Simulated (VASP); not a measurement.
# CdS (P6_3mc) in VASP: notebook

CdS is run at these levels: PBE; tasks: relaxation of shape and atoms at fixed volume, single point.

Program: VASP 6.6.1. These are calculated values, not measurements. Logs are shortened: lines on timing, memory, paths and dates and some standing lists are left out, and cuts for length are marked.

### 1 The cell of the first run

It takes space group P6_3mc (No. 186, hexagonal). Conventional cell: a = 4.332 Å, b = 4.332 Å, c = 7.048 Å, α = 90.00°, β = 90.00°, γ = 120.00°. Cd (site symmetry 3m) has 4 S at 2.65 Å within 3.5 Å. Within 3.5 Å of S (site symmetry 3m) lie 4 Cd at 2.65 Å.

### 2 Relaxation of shape and atoms at fixed volume, PBE (28.64 Å³/atom)

Contents of INCAR:

```
SYSTEM = CdS
  ALGO = Normal
  EDIFF = 1E-7
  EDIFFG = -0.01
  ENCUT = 600
  GGA = PE
  IBRION = 2
  ISIF = 4
  ISMEAR = 0
  LASPH = .TRUE.
  LCHARG = .FALSE.
  LREAL = .FALSE.
  LWAVE = .FALSE.
  NELM = 60
  NSW = 50
  PREC = Accurate
  SIGMA = 0.02
```

Contents of KPOINTS:

```
k-points
0
G
  6 6 4
  0 0 0
```

Contents of POSCAR:

```
CdS
1.0
    4.3324374183      0.0000000000      0.0000000000
   -2.1662187091      3.7520008645      0.0000000000
    0.0000000000      0.0000000000      7.0483164283
Cd S
2 2
Direct
    0.3333333333      0.6666666667     -0.0008015557
    0.6666666667      0.3333333333      0.4991984443
    0.3333333333      0.6666666667      0.3758015557
    0.6666666667      0.3333333333      0.8758015557
```

Potentials or basis: VASP PAW PBE potentials, release 64 (Cd, S).

The run is started by

```sh
> cat potpaw_PBE.64/Cd/POTCAR potpaw_PBE.64/S/POTCAR > POTCAR
> mpirun -np 1 vasp_std > vasp.out
```

OUTCAR:

```text
SYSTEM = CdS
   EDIFF = 1E-7
   EDIFFG = -0.01
   ENCUT = 600
   GGA = PE
   IBRION = 2
   ISIF = 4
   ISMEAR = 0
   LASPH = .TRUE.
   LREAL = .FALSE.
   NELM = 60
   NSW = 50
   PREC = Accurate

 ion  position               nearest neighbor table
   1  0.333  0.667  0.999-   4 2.65   4 2.65   4 2.65   3 2.65
   2  0.667  0.333  0.499-   3 2.65   3 2.65   3 2.65   4 2.65
   3  0.333  0.667  0.376-   2 2.65   2 2.65   2 2.65   1 2.65
   4  0.667  0.333  0.876-   1 2.65   1 2.65   1 2.65   2 2.65

  LATTYP: Found a hexagonal cell.
 ALAT       =     4.3324374183
 C/A-ratio  =     1.6268709153

  Lattice vectors:

 A1 = (   4.3324374183,   0.0000000000,   0.0000000000)
 A2 = (  -2.1662187091,   3.7520008645,   0.0000000000)
 A3 = (   0.0000000000,   0.0000000000,   7.0483164283)

Analysis of symmetry for initial positions (statically):
=====================================================================
 Subroutine PRICEL returns:
 Original cell was already a primitive cell.

 Routine SETGRP: Setting up the symmetry group for a
 hexagonal supercell.

 Subroutine GETGRP returns: Found 12 space group operations
 (whereof  6 operations were pure point group operations)
 out of a pool of 24 trial point group operations.

The static configuration has the point symmetry C_3v.
 The point group associated with its full space group is C_6v.

Analysis of symmetry for dynamics (positions and initial velocities):
=====================================================================
 Subroutine PRICEL returns:
 Original cell was already a primitive cell.

 Routine SETGRP: Setting up the symmetry group for a
 hexagonal supercell.

 Subroutine GETGRP returns: Found 12 space group operations
 (whereof  6 operations were pure point group operations)
 out of a pool of 24 trial point group operations.

The dynamic configuration has the point symmetry C_3v.
 The point group associated with its full space group is C_6v.

 Subroutine INISYM returns: Found 12 space group operations
 (whereof  6 operations are pure point group operations),
 and found     1 'primitive' translations

----------------------------------------------------------------------------------------

                                     Primitive cell

  volume of cell :     114.5726

  direct lattice vectors                    reciprocal lattice vectors
     4.332437418  0.000000000  0.000000000     0.230816952  0.133262229  0.000000000
    -2.166218709  3.752000864  0.000000000     0.000000000  0.266524459  0.000000000
     0.000000000  0.000000000  7.048316428     0.000000000  0.000000000  0.141877853

  length of vectors
     4.332437418  4.332437418  7.048316428     0.266524459  0.266524459  0.141877853

  position of ions in fractional coordinates (direct lattice)
     0.333333333  0.666666667  0.999198444
     0.666666667  0.333333333  0.499198444
     0.333333333  0.666666667  0.375801556
     0.666666667  0.333333333  0.875801556

  ion indices of the primitive-cell ions
   primitive index   ion index
                 1           1
                 2           2
                 3           3
                 4           4

----------------------------------------------------------------------------------------

 KPOINTS: k-points

Automatic generation of k-mesh.
 Grid dimensions read from file:
 generate k-points for:    6    6    4

 Generating k-lattice:

  Cartesian coordinates                     Fractional coordinates (reciprocal lattice)
     0.038469492  0.022210372  0.000000000     0.166666667 -0.000000000  0.000000000
     0.000000000  0.044420743  0.000000000     0.000000000  0.166666667  0.000000000
     0.000000000  0.000000000  0.035469463     0.000000000  0.000000000  0.250000000

  Length of vectors
     0.044420743  0.044420743  0.035469463

  Shift w.r.t. Gamma in fractional coordinates (k-lattice)
     0.000000000  0.000000000  0.000000000

 Subroutine IBZKPT returns following result:
 ===========================================

 Found     21 irreducible k-points:

 Following reciprocal coordinates:
            Coordinates               Weight
  0.000000  0.000000  0.000000      1.000000
  0.166667  0.000000  0.000000      6.000000
  0.333333 -0.000000  0.000000      6.000000
  0.500000  0.000000  0.000000      3.000000
  0.166667  0.166667  0.000000      6.000000
  0.333333  0.166667  0.000000     12.000000
[... 13 lines left out ...]
  0.333333  0.166667  0.500000     12.000000
  0.333333  0.333333  0.500000      2.000000
   k-points           NKPTS =     21   k-points in BZ     NKDIM =     21   number of bands    NBANDS=     22
   number of dos      NEDOS =    301   number of ions     NIONS =      4
   total plane-waves  NPLWV =  72576
   dimension x,y,z NGX =    36 NGY =   36 NGZ =   56
   dimension x,y,z NGXF=    72 NGYF=   72 NGZF=  112
   ions per type =               2   2
   NGX,Y,Z   is equivalent  to a cutoff of  13.81, 13.81, 13.21 a.u.
   NGXF,Y,Z  is equivalent  to a cutoff of  27.63, 27.63, 26.42 a.u.
 SYSTEM =  CdS
   PREC   = accura    normal or accurate (medium, high low for compatibility)
   ISTART =      0    job   : 0-new  1-cont  2-samecut
   ICHARG =      2    charge: 1-file 2-atom 10-const
   ISPIN  =      1    spin polarized calculation?
   LNONCOLLINEAR =      F non collinear calculations
   LSORBIT =      F    spin-orbit coupling
   LASPH  =      T    aspherical Exc in radial PAW
   ENCUT  =  600.0 eV  44.10 Ry    6.64 a.u.   8.65  8.65 14.08*2*pi/ulx,y,z
   NELM   =     60;   NELMIN=  2; NELMDL= -5     # of ELM steps
   EDIFF  = 0.1E-06   stopping-criterion for ELM
   LREAL  =      F    real-space projection
   EDIFFG = -.1E-01   stopping-criterion for IOM
   NSW    =     50    number of steps for IOM
   IBRION =      2    ionic relax: 0-MD 1-quasi-New 2-CG
   NFREE  =      1    steps in history (QN), initial steepest desc. (CG)
   ISIF   =      4    stress and relaxation
   ISYM   =      2    0-nonsym 1-usesym 2-fastsym
   POTIM  = 0.5000    time-step for ionic-motion
   TEBEG  =    0.0;   TEEND  =   0.0 temperature during run
   PSTRESS=    0.0 pullay stress
   NELECT =      36.0000    total number of electrons
   NUPDOWN=      -1.0000    fix difference up-down
   EMIN   =  10.00;   EMAX   =-10.00  energy-range for DOS
   EFERMI =   0.00;   METHOD = LEGACY
   ISMEAR =     0;   SIGMA  =   0.02  broadening in eV -4-tet -1-fermi 0-gaus
   EFERMI_NEDOS =   21; number of points for ismear=-14 and -15
   IALGO  =     38    algorithm
   IMIX   =      4    mixing-type and parameters
     AMIX     =   0.40;   BMIX     =  1.00
     AMIX_MAG =   1.60;   BMIX_MAG =  1.00
  volume/ion in A,a.u.               =      28.64       193.29
  Fermi-wavevector in a.u.,A,eV,Ry     =   1.112967  2.103202 16.853463  1.238695
  Thomas-Fermi vector in A             =   2.249546
   LORBIT       =      0    0 simple, 1 ext, 2 COOP (PROOUT), +10 PAW based schemes
   GGA     = PE    functional components
   LHFCALC =     F    Hartree Fock is set to
   AEXX    =    0.0000 exact exchange contribution
   IVDW    =     0    specifies the selected vdW correction
   LEPSILON=     F    determine dielectric tensor
   LRPA    =     F    only Hartree local field effects (RPA)
 conjugate gradient relaxation of ions
 non-spin polarized calculation
 Gauss-broadening in eV      SIGMA  =   0.02
  energy-cutoff  :      600.00
  volume of cell :      114.57
 maximum number of plane-waves:      3841
 NGX is ok and might be reduce to    36
   NGX = 17   NGY = 17   NGZ = 29

 number of electron      35.9999996 magnetization

 Free energy of the ion-electron system (eV)
  ---------------------------------------------------
  ext. energy  EPLUGINS =         0.00000000
  ---------------------------------------------------
  free energy    TOTEN  =       -12.16877123 eV

  energy without entropy =      -12.16877123  energy(sigma->0) =      -12.16877123

 E-fermi :   0.3117     XC(G=0):  -8.4888

 val. band max:        0.1986038419   @ k =   0.0000   0.0000   0.0000
 cond. band min:       1.0795145987   @ k =   0.0000   0.0000   0.0000
 fundamental gap:      0.8809107568
 Fermi energy:         0.3117242255

 k-point     1 :       0.0000    0.0000    0.0000
  band No.  band energies     occupation
      1     -11.4003      2.00000
      2     -11.0913      2.00000
      3      -7.1195      2.00000
      4      -7.1147      2.00000
      5      -7.1147      2.00000
      6      -7.0586      2.00000
[... 14 lines left out ...]
     21       6.6486      0.00000
     22       6.6486      0.00000

 k-point     2 :       0.1667    0.0000    0.0000
  band No.  band energies     occupation
      1     -11.3320      2.00000
      2     -11.0618      2.00000
      3      -7.0978      2.00000
      4      -7.0895      2.00000
      5      -7.0524      2.00000
      6      -7.0242      2.00000
[... 14 lines left out ...]
     21       5.9615      0.00000
     22       6.9120      0.00000

 k-point     3 :       0.3333   -0.0000    0.0000
  band No.  band energies     occupation
      1     -11.1850      2.00000
      2     -11.0126      2.00000
      3      -7.0599      2.00000
      4      -7.0508      2.00000
      5      -6.9595      2.00000
      6      -6.9527      2.00000
[... 14 lines left out ...]
     21       5.4946      0.00000
     22       6.2102      0.00000
[... 401 lines left out ...]
 k-point    20 :       0.3333    0.1667    0.5000
  band No.  band energies     occupation
      1     -11.0441      2.00000
      2     -11.0441      2.00000
      3      -7.0079      2.00000
      4      -7.0079      2.00000
      5      -6.9818      2.00000
      6      -6.9818      2.00000
[... 14 lines left out ...]
     21       5.7203      0.00000
     22       5.7203      0.00000

 k-point    21 :       0.3333    0.3333    0.5000
  band No.  band energies     occupation
      1     -11.0201      2.00000
      2     -11.0201      2.00000
      3      -6.9892      2.00000
      4      -6.9892      2.00000
      5      -6.9806      2.00000
      6      -6.9806      2.00000
[... 14 lines left out ...]
     21       6.2787      0.00000
     22       6.2789      0.00000

------------------------ aborting loop because EDIFF is reached ----------------------------------------

  FORCE on cell =-STRESS in cart. coord.  units (eV):
  Direction    XX          YY          ZZ          XY          YZ          ZX
  --------------------------------------------------------------------------------------
  -------------------------------------------------------------------------------------
  Total       -2.8078080     -2.8078080     -2.7972389     -0.0000000     -0.0000000      0.0000000
  in kB      -39.2642550    -39.2642550    -39.1164578     -0.0000000     -0.0000000      0.0000000
  external PRESSURE =     -39.2149893 kB  Pullay stress =       0.0000000 kB

 VOLUME and BASIS-vectors are now :
 -----------------------------------------------------------------------------
  energy-cutoff  :      600.00
  volume of cell :      114.57
      direct lattice vectors                 reciprocal lattice vectors
     4.332437418  0.000000000  0.000000000     0.230816952  0.133262229  0.000000000
    -2.166218709  3.752000864  0.000000000     0.000000000  0.266524459  0.000000000
     0.000000000  0.000000000  7.048316428     0.000000000  0.000000000  0.141877853

 POSITION                                       TOTAL-FORCE (eV/Angst)
 -----------------------------------------------------------------------------------
     -0.00000      2.50133      7.04267         0.000000      0.000000     -0.004279
      2.16622      1.25067      3.51851        -0.000000     -0.000000     -0.004279
     -0.00000      2.50133      2.64877         0.000000     -0.000000      0.004279
      2.16622      1.25067      6.17293        -0.000000     -0.000000      0.004279
 -----------------------------------------------------------------------------------
    total drift:                               -0.000000      0.000000     -0.000770

  FREE ENERGIE OF THE ION-ELECTRON SYSTEM (eV)
  ---------------------------------------------------
  free  energy   TOTEN  =       -12.1687712345 eV

  energy  without entropy=      -12.1687712345  energy(sigma->0) =      -12.16877123

 reached required accuracy - stopping structural energy minimisation
```

It took 27 s on 1 thread of Intel Xeon 6975P-C (Granite Rapids), shared host; peak memory 0.27 GiB.

Results:

```yaml
Free_energy: -12.1688 eV
Pressure_after_relaxing: -3.9 GPa
Largest_force_after_relaxing: 0.004 eV/Å
Band_gap_on_the_k_mesh: 0.88 eV
```

Forces on the atoms (eV/Å):
```
Cd   0.000  0.000 -0.004
Cd   0.000  0.000 -0.004
S    0.000  0.000  0.004
S    0.000  0.000  0.004
```

Final structure:
```
CELL_PARAMETERS angstrom
4.33244 0.00000 0.00000
-2.16622 3.75200 0.00000
0.00000 0.00000 7.04832
ATOMIC_POSITIONS crystal
Cd 0.33333 0.66667 0.99920
Cd 0.66667 0.33333 0.49920
S 0.33333 0.66667 0.37580
S 0.66667 0.33333 0.87580
```

Caveat: the relaxation stopped at its first step, so nothing moved.

### 3 Single point, PBE (22.91 Å³/atom)

This run uses another cell than the first one, of 22.91 Å³/atom.

Contents of INCAR:

```
SYSTEM = CdS
  PREC = Accurate
  ENCUT = 520
  EDIFF = 1E-6
  ISMEAR = 0
  SIGMA = 0.02
  LREAL = .False.
  LASPH = .True.
  NELM = 80
  ALGO = Normal
  ISIF = 2
  LWAVE = .False.
  LCHARG = .False.
  GGA = PE
  NBANDS = 26
```

Contents of KPOINTS:

```
regular mesh
0
Gamma
  6 6 4
  0 0 0
```

Contents of POSCAR:

```
CdS
1.0
    4.0209869601      0.0000000000      0.0000000000
   -2.0104934801      3.4822768558      0.0000000000
    0.0000000000      0.0000000000      6.5459795900
Cd S
2 2
Direct
    0.3333333333      0.6666666667     -0.0006657046
    0.6666666667      0.3333333333      0.4993342954
    0.3333333333      0.6666666667      0.3756657046
    0.6666666667      0.3333333333      0.8756657046
```

Potentials or basis: VASP PAW PBE potentials, release 64 (Cd, S).

The run is started by

```sh
> cat potpaw_PBE.64/Cd/POTCAR potpaw_PBE.64/S/POTCAR > POTCAR
> mpirun -np 1 vasp_std > vasp.out
```

Run time: 49 s. Hardware: 1 thread of Intel Xeon 8259CL, shared host; peak memory 0.21 GiB.

Results (log left out):

| Quantity | Value |
| --- | --- |
| Free energy | -11.9495 eV |
| Pressure | 9.6 GPa |
| Largest force | 0.008 eV/Å |
| Band gap on the k mesh | 1.41 eV |

Forces in eV/Å, atoms in the order of the input:
```
Cd   0.000  0.000  0.008
Cd   0.000  0.000  0.008
S    0.000  0.000 -0.008
S    0.000  0.000 -0.008
```

Levels at points of the mesh, in eV from the valence-band top:
| k point | band 14 | band 15 | band 16 | band 17 | band 18 | band 19 | band 20 | band 21 | band 22 | band 23 |
| --- | --- | --- | --- | --- | --- | --- | --- | --- | --- | --- |
| (0.00, 0.00, 0.00) | -0.88 | -0.88 | -0.06 | 0.00 | 0.00 | 1.41 | 2.90 | 6.45 | 6.45 | 6.75 |
| (0.50, 0.00, 0.00) | -3.89 | -3.04 | -2.18 | -1.52 | -0.88 | 3.87 | 3.90 | 5.05 | 6.70 | 7.02 |
| (0.00, 0.00, 0.50) | -2.67 | -0.46 | -0.46 | -0.46 | -0.46 | 3.03 | 3.03 | 6.27 | 6.27 | 6.82 |
| (0.50, 0.00, 0.50) | -4.58 | -1.57 | -1.57 | -1.54 | -1.54 | 3.51 | 3.51 | 5.41 | 5.41 | 8.17 |

Caveat: the cell stands under pressure.

### 4 Single point, PBE (23.70 Å³/atom)

This run uses another cell than the first one, of 23.70 Å³/atom.

Contents of INCAR:

```
SYSTEM = CdS
ALGO = Normal
EDIFF = 1E-7
ENCUT = 520
GGA = PE
ISIF = 2
ISMEAR = 0
LASPH = .True.
LCHARG = .False.
LREAL = .False.
LWAVE = .False.
NBANDS = 26
NELM = 80
PREC = Accurate
SIGMA = 0.02
```

Contents of KPOINTS:

```
k-points
0
Gamma
  6 6 4
  0 0 0
```

Contents of POSCAR:

```
CdS
1.0
    4.0670720588      0.0000000000      0.0000000000
   -2.0335360294      3.5221877219      0.0000000000
    0.0000000000      0.0000000000      6.6166012431
Cd S
2 2
Direct
    0.3333333333      0.6666666667     -0.0008015557
    0.6666666667      0.3333333333      0.4991984443
    0.3333333333      0.6666666667      0.3758015557
    0.6666666667      0.3333333333      0.8758015557
```

The run is started by

```sh
> cat potpaw_PBE.64/Cd/POTCAR potpaw_PBE.64/S/POTCAR > POTCAR
> mpirun -np 1 vasp_std > vasp.out
```

It took 64 s on 1 thread of Intel Xeon 8259CL, shared host; peak memory 0.21 GiB.

The run converged. Its results:

| Item | Value |
| --- | --- |
| Free energy | -12.1081 eV |
| Pressure | 6.7 GPa |
| Largest force | 0.009 eV/Å |
| Band gap on the k mesh | 1.33 eV |

Forces in eV/Å, atoms in the order of the input:
```
Cd   0.000  0.000  0.009
Cd   0.000  0.000  0.009
S    0.000  0.000 -0.009
S    0.000  0.000 -0.009
```

Levels at points of the mesh, in eV from the valence-band top:
| k point | band 16 | band 17 | band 18 | band 19 | band 20 | band 21 |
| --- | --- | --- | --- | --- | --- | --- |
| (0.00, 0.00, 0.00) | -0.05 | 0.00 | 0.00 | 1.33 | 2.86 | 6.47 |
| (0.50, 0.00, 0.00) | -2.05 | -1.42 | -0.83 | 3.83 | 3.88 | 5.08 |
| (0.00, 0.00, 0.50) | -0.43 | -0.43 | -0.43 | 2.96 | 2.96 | 6.24 |
| (0.50, 0.00, 0.50) | -1.48 | -1.45 | -1.45 | 3.51 | 3.51 | 5.40 |

Caveat: the cell stands under pressure.

### 5 The runs side by side

```tsv
task	cell	cutoff (eV)	gap on the mesh (eV)	pressure (GPa)	largest force (eV/Å)
relaxation of shape and atoms at fixed volume	relaxed from a = 4.332, b = 4.332, c = 7.048 Å, angles 90.0, 90.0, 120.0°, 4 atoms	600	0.88	-3.9	-
single point	a = 4.021, b = 4.021, c = 6.546 Å, angles 90.0, 90.0, 120.0°, 4 atoms	520	1.41	9.6	0.01
single point	a = 4.067, b = 4.067, c = 6.617 Å, angles 90.0, 90.0, 120.0°, 4 atoms	520	1.33	6.7	0.01
```

Alike in all rows: level PBE; potentials or basis VASP PAW PBE potentials, release 64 (Cd, S); no spin polarisation; k mesh 6 × 6 × 4; smearing gaussian 0.02 eV.

Caveats: the cell stands under pressure (at least some runs); the relaxation stopped at its first step, so nothing moved (at least some runs).

Total energies depend on the potentials used, so only differences within one code and one set of settings carry meaning.
